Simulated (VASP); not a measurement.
MgS (lda):

```
Mg S
1.0
     0.00000    2.60000    2.60000
     2.60000    0.00000    2.60000
     2.60000    2.60000    0.00000
Mg S
1 1
Direct
  0.00000 0.00000 0.00000
  0.50000 0.50000 0.50000
```

```yaml
Program: VASP 6.6.1
Task: relaxation of cell and atoms
Functional: LDA
Potentials_or_basis: VASP PAW LDA potentials, release 64 (Mg, S)
Cutoff: 600 eV
k_mesh: 6 × 6 × 6
Occupations: gaussian, width 0.02 eV
Spin: no spin polarisation
```

At the start: pressure -3.7 GPa; volume 17.58 Å³/atom.

Task: Where does the relaxation end?

Result: Over 3 steps the energy falls by 9.7 meV/atom and the volume is 16.76 Å³/atom (-4.6 %); space group Fm-3m (No. 225, to 0.05 Å).

The path:
| step | energy change (eV) | largest force (eV/Å) | pressure (GPa) | volume (Å³) |
| --- | --- | --- | --- | --- |
| 1 | 0.0000 | 0.0000 | -3.66 | 35.15 |
| 2 | -0.0182 | 0.0000 | 0.99 | 33.15 |
| 3 | -0.0193 | 0.0000 | 0.00 | 33.52 |

Final structure:
```xyz
2
Lattice="0.0000 2.5592 2.5592 2.5592 0.0000 2.5592 2.5592 2.5592 0.0000" Properties=species:S:1:pos:R:3 pbc="T T T"
Mg    0.0000    0.0000    0.0000
S     2.5592    2.5592    2.5592
```
